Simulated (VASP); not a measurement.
# Si7Ge (P-42m) in VASP: further runs, part 2 of 2

VASP 6.6.1.

## 3. Single point, PBEsol (strain +0.000 along x and y, +0.050 along z)

The input, INCAR:

```
SYSTEM = Si7Ge
PREC = Accurate
ENCUT = 520
EDIFF = 1E-6
ISMEAR = 0
SIGMA = 0.03
LREAL = .False.
LASPH = .True.
NELM = 100
ALGO = Normal
ISIF = 2
LWAVE = .False.
LCHARG = .False.
GGA = PS
NBANDS = 31
```

The input, KPOINTS:

```
regular mesh
0
Gamma
  6 6 6
  0 0 0
```

The input, POSCAR:

```
Si7Ge
1.0
    5.4591768100      0.0000000000      0.0000000000
    0.0000000000      5.4591768100      0.0000000000
    0.0000000000      0.0000000000      5.7321356505
Si Ge
7 1
Direct
    0.2525976818      0.2525976818      0.2525976818
    0.0000000000      0.5000000000      0.5000000000
    0.5000000000      0.5000000000      0.0000000000
    0.5000000000      0.0000000000      0.5000000000
    0.7474023182      0.2525976818      0.7474023182
    0.7474023182      0.7474023182      0.2525976818
    0.2525976818      0.7474023182      0.7474023182
    0.0000000000      0.0000000000      0.0000000000
```

Potentials or basis: VASP PAW PBE potentials, release 64 (Si, Ge_d).

Command:

```bash
$ cat potpaw_PBE.64/Si/POTCAR potpaw_PBE.64/Ge_d/POTCAR > POTCAR
$ mpirun -np 1 vasp_std > vasp.out
```

OUTCAR:

```text
SYSTEM = Si7Ge
   PREC = Accurate
   ENCUT = 520
   EDIFF = 1E-6
   ISMEAR = 0
   LREAL = .False.
   LASPH = .True.
   NELM = 100
   ISIF = 2
   GGA = PS

 ion  position               nearest neighbor table
   1  0.253  0.253  0.253-   2 2.40   4 2.40   3 2.40   8 2.43
   2  0.000  0.500  0.500-   1 2.40   5 2.40   6 2.40   7 2.40
   3  0.500  0.500  0.000-   1 2.40   5 2.40   6 2.40   7 2.40
   4  0.500  0.000  0.500-   1 2.40   5 2.40   6 2.40   7 2.40
   5  0.747  0.253  0.747-   2 2.40   4 2.40   3 2.40   8 2.43
   6  0.747  0.747  0.253-   2 2.40   4 2.40   3 2.40   8 2.43
   7  0.253  0.747  0.747-   2 2.40   4 2.40   3 2.40   8 2.43
   8  0.000  0.000  0.000-   1 2.43   5 2.43   6 2.43   7 2.43

  LATTYP: Found a simple tetragonal cell.
 ALAT       =     5.4591768100
 C/A-ratio  =     1.0500000000

  Lattice vectors:

 A1 = (   5.4591768100,   0.0000000000,   0.0000000000)
 A2 = (   0.0000000000,   5.4591768100,   0.0000000000)
 A3 = (   0.0000000000,   0.0000000000,   5.7321356505)

Analysis of symmetry for initial positions (statically):
=====================================================================
 Subroutine PRICEL returns:
 Original cell was already a primitive cell.

 Routine SETGRP: Setting up the symmetry group for a
 simple tetragonal supercell.

 Subroutine GETGRP returns: Found  8 space group operations
 (whereof  8 operations were pure point group operations)
 out of a pool of 16 trial point group operations.

The static configuration has the point symmetry D_2d.

Analysis of symmetry for dynamics (positions and initial velocities):
=====================================================================
 Subroutine PRICEL returns:
 Original cell was already a primitive cell.

 Routine SETGRP: Setting up the symmetry group for a
 simple tetragonal supercell.

 Subroutine GETGRP returns: Found  8 space group operations
 (whereof  8 operations were pure point group operations)
 out of a pool of 16 trial point group operations.

The dynamic configuration has the point symmetry D_2d.

 Subroutine INISYM returns: Found  8 space group operations
 (whereof  8 operations are pure point group operations),
 and found     1 'primitive' translations

----------------------------------------------------------------------------------------

                                     Primitive cell

  volume of cell :     170.8326

  direct lattice vectors                    reciprocal lattice vectors
     5.459176810  0.000000000  0.000000000     0.183177800  0.000000000  0.000000000
     0.000000000  5.459176810  0.000000000     0.000000000  0.183177800  0.000000000
     0.000000000  0.000000000  5.732135651     0.000000000  0.000000000  0.174455048

  length of vectors
     5.459176810  5.459176810  5.732135651     0.183177800  0.183177800  0.174455048

  position of ions in fractional coordinates (direct lattice)
     0.252597682  0.252597682  0.252597682
     0.000000000  0.500000000  0.500000000
     0.500000000  0.500000000  0.000000000
     0.500000000  0.000000000  0.500000000
     0.747402318  0.252597682  0.747402318
     0.747402318  0.747402318  0.252597682
     0.252597682  0.747402318  0.747402318
     0.000000000  0.000000000  0.000000000

[... 43 lines left out ...]
  0.166667  0.166667  0.000000      4.000000
  0.333333  0.166667  0.000000      8.000000
[... 16 lines left out ...]
  0.333333  0.000000  0.333333      8.000000
  0.500000  0.000000  0.333333      4.000000
 [... further k-points ...]
   k-points           NKPTS =     40   k-points in BZ     NKDIM =     40   number of bands    NBANDS=     31
   number of dos      NEDOS =    301   number of ions     NIONS =      8
   total plane-waves  NPLWV =  84672
   dimension x,y,z NGX =    42 NGY =   42 NGZ =   48
   dimension x,y,z NGXF=    84 NGYF=   84 NGZF=   96
   ions per type =               7   1
   NGX,Y,Z   is equivalent  to a cutoff of  12.79, 12.79, 13.92 a.u.
   NGXF,Y,Z  is equivalent  to a cutoff of  25.58, 25.58, 27.84 a.u.
 SYSTEM =  Si7Ge
   PREC   = accura    normal or accurate (medium, high low for compatibility)
   ISTART =      0    job   : 0-new  1-cont  2-samecut
   ICHARG =      2    charge: 1-file 2-atom 10-const
   ISPIN  =      1    spin polarized calculation?
   LNONCOLLINEAR =      F non collinear calculations
   LSORBIT =      F    spin-orbit coupling
   LASPH  =      T    aspherical Exc in radial PAW
   ENCUT  =  520.0 eV  38.22 Ry    6.18 a.u.  10.15 10.15 10.66*2*pi/ulx,y,z
   NELM   =    100;   NELMIN=  2; NELMDL= -5     # of ELM steps
   EDIFF  = 0.1E-05   stopping-criterion for ELM
   LREAL  =      F    real-space projection
   EDIFFG = 0.1E-04   stopping-criterion for IOM
   NSW    =      0    number of steps for IOM
   IBRION =     -1    ionic relax: 0-MD 1-quasi-New 2-CG
   NFREE  =      0    steps in history (QN), initial steepest desc. (CG)
   ISIF   =      2    stress and relaxation
   ISYM   =      2    0-nonsym 1-usesym 2-fastsym
   POTIM  = 0.5000    time-step for ionic-motion
   TEBEG  =    0.0;   TEEND  =   0.0 temperature during run
   PSTRESS=    0.0 pullay stress
   NELECT =      42.0000    total number of electrons
   NUPDOWN=      -1.0000    fix difference up-down
   EMIN   =  10.00;   EMAX   =-10.00  energy-range for DOS
   EFERMI =   0.00;   METHOD = LEGACY
   ISMEAR =     0;   SIGMA  =   0.03  broadening in eV -4-tet -1-fermi 0-gaus
   EFERMI_NEDOS =   21; number of points for ismear=-14 and -15
   IALGO  =     38    algorithm
   IMIX   =      4    mixing-type and parameters
     AMIX     =   0.40;   BMIX     =  1.00
     AMIX_MAG =   1.60;   BMIX_MAG =  1.00
  volume/ion in A,a.u.               =      21.35       144.10
  Fermi-wavevector in a.u.,A,eV,Ry     =   1.025576  1.938057 14.310679  1.051805
  Thomas-Fermi vector in A             =   2.159423
   LORBIT       =      0    0 simple, 1 ext, 2 COOP (PROOUT), +10 PAW based schemes
   GGA     = PS    functional components
   LHFCALC =     F    Hartree Fock is set to
   AEXX    =    0.0000 exact exchange contribution
   IVDW    =     0    specifies the selected vdW correction
   LEPSILON=     F    determine dielectric tensor
   LRPA    =     F    only Hartree local field effects (RPA)
 non-spin polarized calculation
 Gauss-broadening in eV      SIGMA  =   0.03
  energy-cutoff  :      520.00
  volume of cell :      170.83
 maximum number of plane-waves:      4640
 NGX is ok and might be reduce to    42
   NGX = 21   NGY = 21   NGZ = 21

 number of electron      42.0000011 magnetization

 Free energy of the ion-electron system (eV)
  ---------------------------------------------------
  ext. energy  EPLUGINS =         0.00000000
  ---------------------------------------------------
  free energy    TOTEN  =       -44.94539383 eV

  energy without entropy =      -44.94539383  energy(sigma->0) =      -44.94539383

 E-fermi :   5.4001     XC(G=0):  -9.4487

 val. band max:        5.2971578470   @ k =   0.0000   0.0000   0.0000
 cond. band min:       5.5001546222   @ k =   0.0000   0.0000   0.0000
 fundamental gap:      0.2029967751
 Fermi energy:         5.4001232767

 k-point     1 :       0.0000    0.0000    0.0000
  band No.  band energies     occupation
      1     -18.9121      2.00000
      2     -18.9105      2.00000
      3     -18.9105      2.00000
      4     -18.8912      2.00000
      5     -18.8863      2.00000
      6      -6.5896      2.00000
[... 805 lines left out ...]
     30      10.0317      0.00000
     31      10.1399      0.00000

 [... further k-points ...]

------------------------ aborting loop because EDIFF is reached ----------------------------------------

  FORCE on cell =-STRESS in cart. coord.  units (eV):
  Direction    XX          YY          ZZ          XY          YZ          ZX
  --------------------------------------------------------------------------------------
  -------------------------------------------------------------------------------------
  Total       -2.5318502     -2.5318502     -7.6327799      0.0000000      0.0000000      0.0000000
  in kB      -23.7453082    -23.7453082    -71.5850848      0.0000000      0.0000000      0.0000000
  external PRESSURE =     -39.6919004 kB  Pullay stress =       0.0000000 kB

 VOLUME and BASIS-vectors are now :
 -----------------------------------------------------------------------------
  energy-cutoff  :      520.00
  volume of cell :      170.83
      direct lattice vectors                 reciprocal lattice vectors
     5.459176810  0.000000000  0.000000000     0.183177800  0.000000000  0.000000000
     0.000000000  5.459176810  0.000000000     0.000000000  0.183177800  0.000000000
     0.000000000  0.000000000  5.732135651     0.000000000  0.000000000  0.174455048

 POSITION                                       TOTAL-FORCE (eV/Angst)
 -----------------------------------------------------------------------------------
      1.37898      1.37898      1.44792         0.005154      0.005154     -0.009286
      0.00000      2.72959      2.86607         0.000000      0.000000      0.000000
      2.72959      2.72959      0.00000         0.000000      0.000000      0.000000
      2.72959      0.00000      2.86607         0.000000      0.000000      0.000000
      4.08020      1.37898      4.28421        -0.005154      0.005154      0.009286
      4.08020      4.08020      1.44792        -0.005154     -0.005154     -0.009286
      1.37898      4.08020      4.28421         0.005154     -0.005154      0.009286
      0.00000      0.00000      0.00000         0.000000      0.000000      0.000000
 -----------------------------------------------------------------------------------
    total drift:                               -0.000000     -0.000000     -0.000000

  FREE ENERGIE OF THE ION-ELECTRON SYSTEM (eV)
  ---------------------------------------------------
  free  energy   TOTEN  =       -44.9453938291 eV

  energy  without entropy=      -44.9453938267  energy(sigma->0) =      -44.94539383
```

Wall time 2.8 min (1 thread of AMD EPYC 9R14 (Zen 4), shared host); peak memory 0.34 GiB.

What came out:

```
Free energy            : -44.9454 eV
Pressure               : -4.0 GPa
Largest force          : 0.012 eV/Å
Band gap on the k mesh : 0.20 eV
```

Forces in eV/Å, atoms in the order of the input:
```
Si   0.005  0.005 -0.009
Si   0.000  0.000  0.000
Si   0.000  0.000  0.000
Si   0.000  0.000  0.000
Si  -0.005  0.005  0.009
Si  -0.005 -0.005 -0.009
Si   0.005 -0.005  0.009
Ge   0.000  0.000  0.000
```

Caveat: the cell differs from its parent crystal (strain +0.000 along x and y, +0.050 along z); the cell stands under tension; the PAW data sets were made with another functional, which shifts forces and pressure a little.
